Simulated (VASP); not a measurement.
# PtSe2 (Sudovikovite) (P-3m1) in VASP: single point with PBEsol

Aim: the single point of PtSe2 (Sudovikovite) with PBEsol.

Everything below comes from runs of VASP 6.6.1. Logs are shortened: lines on timing, memory, paths and dates and some standing lists are left out, and cuts for length are marked.

**1. The cell of the first run**

Symmetry: P-3m1, No. 164, trigonal system. The conventional cell has a = 3.724 Å, b = 3.724 Å, c = 5.062 Å, α = 90.00°, β = 90.00°, γ = 120.00°. Pt (site symmetry -3m) has 6 Se at 2.49 Å within 3.3 Å. Within 3.3 Å of Se (site symmetry 3m) lie 3 Pt at 2.49 Å.

**2. Single point, PBEsol**

The input, INCAR:

```
PREC = Accurate ; ENCUT = 520
EDIFF = 1E-7 ; ISMEAR = -1
SIGMA = 0.1 ; LREAL = F
LASPH = T ; NELM = 100
ALGO = Normal ; ISIF = 2
LWAVE = F ; LCHARG = F
GGA = PS ; NBANDS = 18
```

The input, KPOINTS:

```
regular mesh
0
Gamma
  9 9 6
```

The input, POSCAR:

```
PtSe2
1.0
    3.7240000000      0.0000000000      0.0000000000
   -1.8620000000      3.2250800000      0.0000000000
    0.0000000000      0.0000000000      5.0620000000
Pt Se
1 2
Direct
    0.0000000000      0.0000000000      0.0000000000
    0.3333333333      0.6666666667      0.2500000000
    0.6666666667      0.3333333333      0.7500000000
```

Potentials or basis: VASP PAW PBE potentials, release 64 (Pt, Se).

Command:

```sh
$ cat potpaw_PBE.64/Pt/POTCAR potpaw_PBE.64/Se/POTCAR > POTCAR
$ mpirun -np 1 vasp_std > vasp.out
```

OUTCAR:

```text
PREC = Accurate
   ENCUT = 520
   EDIFF = 1E-7
   ISMEAR = -1
   LREAL = F
   LASPH = T
   NELM = 100
   ISIF = 2
   GGA = PS

 ion  position               nearest neighbor table
   1  0.000  0.000  0.000-   2 2.49   3 2.49   3 2.49   2 2.49   3 2.49   2 2.49
   2  0.333  0.667  0.250-   1 2.49   1 2.49   1 2.49
   3  0.667  0.333  0.750-   1 2.49   1 2.49   1 2.49

  LATTYP: Found a hexagonal cell.
 ALAT       =     3.7240000000
 C/A-ratio  =     1.3592910849

  Lattice vectors:

 A1 = (   3.7240000000,   0.0000000000,   0.0000000000)
 A2 = (  -1.8620000000,   3.2250800000,   0.0000000000)
 A3 = (   0.0000000000,   0.0000000000,   5.0620000000)

Analysis of symmetry for initial positions (statically):
=====================================================================
 Subroutine PRICEL returns:
 Original cell was already a primitive cell.

 Routine SETGRP: Setting up the symmetry group for a
 hexagonal supercell.

 Subroutine GETGRP returns: Found 12 space group operations
 (whereof 12 operations were pure point group operations)
 out of a pool of 24 trial point group operations.

The static configuration has the point symmetry D_3d.

Analysis of symmetry for dynamics (positions and initial velocities):
=====================================================================
 Subroutine PRICEL returns:
 Original cell was already a primitive cell.

 Routine SETGRP: Setting up the symmetry group for a
 hexagonal supercell.

 Subroutine GETGRP returns: Found 12 space group operations
 (whereof 12 operations were pure point group operations)
 out of a pool of 24 trial point group operations.

The dynamic configuration has the point symmetry D_3d.

 Subroutine INISYM returns: Found 12 space group operations
 (whereof 12 operations are pure point group operations),
 and found     1 'primitive' translations

----------------------------------------------------------------------------------------

                                     Primitive cell

  volume of cell :      60.7956
[... 75 lines left out ...]
   total plane-waves  NPLWV =  31360
   dimension x,y,z NGX =    28 NGY =   28 NGZ =   40
   dimension x,y,z NGXF=    56 NGYF=   56 NGZF=   80
   ions per type =               1   2
   NGX,Y,Z   is equivalent  to a cutoff of  12.50, 12.50, 13.14 a.u.
   NGXF,Y,Z  is equivalent  to a cutoff of  25.00, 25.00, 26.27 a.u.
 SYSTEM =  unknown system
   PREC   = accura    normal or accurate (medium, high low for compatibility)
   ISTART =      0    job   : 0-new  1-cont  2-samecut
   ICHARG =      2    charge: 1-file 2-atom 10-const
   ISPIN  =      1    spin polarized calculation?
   LNONCOLLINEAR =      F non collinear calculations
   LSORBIT =      F    spin-orbit coupling
   LASPH  =      T    aspherical Exc in radial PAW
   ENCUT  =  520.0 eV  38.22 Ry    6.18 a.u.   6.92  6.92  9.41*2*pi/ulx,y,z
   NELM   =    100;   NELMIN=  2; NELMDL= -5     # of ELM steps
   EDIFF  = 0.1E-06   stopping-criterion for ELM
   LREAL  =      F    real-space projection
   EDIFFG = 0.1E-05   stopping-criterion for IOM
   NSW    =      0    number of steps for IOM
   IBRION =     -1    ionic relax: 0-MD 1-quasi-New 2-CG
   NFREE  =      0    steps in history (QN), initial steepest desc. (CG)
   ISIF   =      2    stress and relaxation
   ISYM   =      2    0-nonsym 1-usesym 2-fastsym
   POTIM  = 0.5000    time-step for ionic-motion
   TEBEG  =    0.0;   TEEND  =   0.0 temperature during run
   PSTRESS=    0.0 pullay stress
   NELECT =      22.0000    total number of electrons
   NUPDOWN=      -1.0000    fix difference up-down
   EMIN   =  10.00;   EMAX   =-10.00  energy-range for DOS
   EFERMI =   0.00;   METHOD = LEGACY
   ISMEAR =    -1;   SIGMA  =   0.10  broadening in eV -4-tet -1-fermi 0-gaus
   EFERMI_NEDOS =   21; number of points for ismear=-14 and -15
   IALGO  =     38    algorithm
   IMIX   =      4    mixing-type and parameters
     AMIX     =   0.40;   BMIX     =  1.00
     AMIX_MAG =   1.60;   BMIX_MAG =  1.00
  volume/ion in A,a.u.               =      20.27       136.76
  Fermi-wavevector in a.u.,A,eV,Ry     =   1.166608  2.204569 18.517179  1.360974
  Thomas-Fermi vector in A             =   2.303119
   LORBIT       =      0    0 simple, 1 ext, 2 COOP (PROOUT), +10 PAW based schemes
   GGA     = PS    functional components
   LHFCALC =     F    Hartree Fock is set to
   AEXX    =    0.0000 exact exchange contribution
   IVDW    =     0    specifies the selected vdW correction
   LEPSILON=     F    determine dielectric tensor
   LRPA    =     F    only Hartree local field effects (RPA)
 non-spin polarized calculation
  energy-cutoff  :      520.00
  volume of cell :       60.80
 maximum number of plane-waves:      1650
   NGX = 13   NGY = 13   NGZ = 19

 number of electron      21.9999999 magnetization

 Free energy of the ion-electron system (eV)
  ---------------------------------------------------
  ext. energy  EPLUGINS =         0.00000000
  ---------------------------------------------------
  free energy    TOTEN  =       -15.89666803 eV

  energy without entropy =      -15.87438274  energy(sigma->0) =      -15.88552538

 E-fermi :   6.3613     XC(G=0): -10.8055

 val. band max:        6.2107154787   @ k =   0.0000   0.2222   0.1667
 cond. band min:       6.3886242317   @ k =   0.3333   0.3333   0.0000
 fundamental gap:      0.1779087530
 Fermi energy:         6.3613396067

 k-point     1 :       0.0000    0.0000    0.0000
  band No.  band energies     occupation
      1      -9.3411      2.00000
      2      -6.4957      2.00000
      3      -0.8345      2.00000
      4      -0.1089      2.00000
      5      -0.1089      2.00000
      6       2.3733      2.00000
[... 481 lines left out ...]
      5       0.6818      2.00000
      6       1.1005      2.00000
[... 10 lines left out ...]
     17      14.1161      0.00000
     18      15.9394      0.00000

 [... further k-points ...]
[... 5 lines left out ...]
  --------------------------------------------------------------------------------------
  -------------------------------------------------------------------------------------
  Total        1.0556812      1.0556821      0.4283935      0.0000000      0.0000000      0.0000000
  in kB       27.8208922     27.8209162     11.2896685      0.0000000      0.0000000      0.0000000
  external PRESSURE =      22.3104923 kB  Pullay stress =       0.0000000 kB

 VOLUME and BASIS-vectors are now :
 -----------------------------------------------------------------------------
  energy-cutoff  :      520.00
  volume of cell :       60.80
      direct lattice vectors                 reciprocal lattice vectors
     3.724000000  0.000000000  0.000000000     0.268528464  0.155034914  0.000000000
    -1.862000000  3.225080000  0.000000000     0.000000000  0.310069828  0.000000000
     0.000000000  0.000000000  5.062000000     0.000000000  0.000000000  0.197550375

 POSITION                                       TOTAL-FORCE (eV/Angst)
 -----------------------------------------------------------------------------------
      0.00000      0.00000      0.00000         0.000000     -0.000000      0.000000
     -0.00000      2.15005      1.26550        -0.000000      0.000000      0.332122
      1.86200      1.07503      3.79650         0.000000     -0.000000     -0.332122
 -----------------------------------------------------------------------------------
    total drift:                               -0.000000     -0.000000     -0.000000

  FREE ENERGIE OF THE ION-ELECTRON SYSTEM (eV)
  ---------------------------------------------------
  free  energy   TOTEN  =       -15.8966680273 eV

  energy  without entropy=      -15.8743827356  energy(sigma->0) =      -15.88552538
```

OSZICAR:

```text
N       E                     dE             d eps       ncg     rms          rms(c)
DAV:   1     0.109852387550E+03    0.10985E+03   -0.10097E+04  2248   0.108E+03
DAV:   2    -0.115086109048E+02   -0.12136E+03   -0.11753E+03  2736   0.212E+02
DAV:   3    -0.167211522412E+02   -0.52125E+01   -0.51667E+01  2782   0.438E+01
DAV:   4    -0.167612187325E+02   -0.40066E-01   -0.40048E-01  2746   0.412E+00
DAV:   5    -0.167616249349E+02   -0.40620E-03   -0.40619E-03  2696   0.407E-01    0.133E+01
DAV:   6    -0.161372019425E+02    0.62442E+00   -0.43617E+00  2334   0.189E+01    0.790E+00
DAV:   7    -0.159251626914E+02    0.21204E+00   -0.83097E-01  2304   0.902E+00    0.395E+00
DAV:   8    -0.158992870882E+02    0.25876E-01   -0.53909E-02  2472   0.164E+00    0.814E-01
DAV:   9    -0.158966097919E+02    0.26773E-02   -0.66038E-03  2432   0.764E-01    0.190E-01
DAV:  10    -0.158966733271E+02   -0.63535E-04   -0.10119E-03  2516   0.203E-01    0.404E-02
DAV:  11    -0.158966682808E+02    0.50463E-05   -0.54757E-05  2780   0.657E-02    0.231E-02
DAV:  12    -0.158966679473E+02    0.33342E-06   -0.50746E-06  2460   0.163E-02    0.343E-03
DAV:  13    -0.158966680273E+02   -0.79927E-07   -0.76548E-07  2796   0.601E-03
   1 F= -.15896668E+02 E0= -.15885525E+02  d E =-.222853E-01
```

stdout:

```text
POSCAR found type information on POSCAR PtSe
 POSCAR found :  2 types and       3 ions
 scaLAPACK will be used
 -----------------------------------------------------------------------------
|                                                                             |
|                                                                             |
|     You enforced a specific xc type in the INCAR file but a different       |
|     I HOPE YOU KNOW WHAT YOU ARE DOING!                                     |
|                                                                             |
 -----------------------------------------------------------------------------

 LDA part: xc-table for (Slater+PW92), standard interpolation
 POSCAR, INCAR and KPOINTS ok, starting setup
 FFT: planning ... GRIDC
 FFT: planning ... GRID_SOFT
 FFT: planning ... GRID
 WAVECAR not read
 entering main loop
```

It took 53 s on 1 thread of Intel Xeon 6975P-C, shared host; peak memory 0.22 GiB.

What came out:

```yaml
Free_energy: -15.8967 eV
Pressure: 2.2 GPa
Largest_force: 0.332 eV/Å
Band_gap_on_the_k_mesh: zero (band 11 reaches 6.81 eV, above the bottom of band 12 at 6.39 eV)
```

Forces on the atoms (eV/Å):
```
Pt   0.000  0.000  0.000
Se   0.000  0.000  0.332
Se   0.000  0.000 -0.332
```

Stress tensor (GPa, compression positive):
```
2.78 0.00 0.00
0.00 2.78 0.00
0.00 0.00 1.13
```

Caveat: the PAW data sets were made with another functional, which shifts forces and pressure a little; spin-orbit coupling is left out, which moves the levels of the heavy elements.
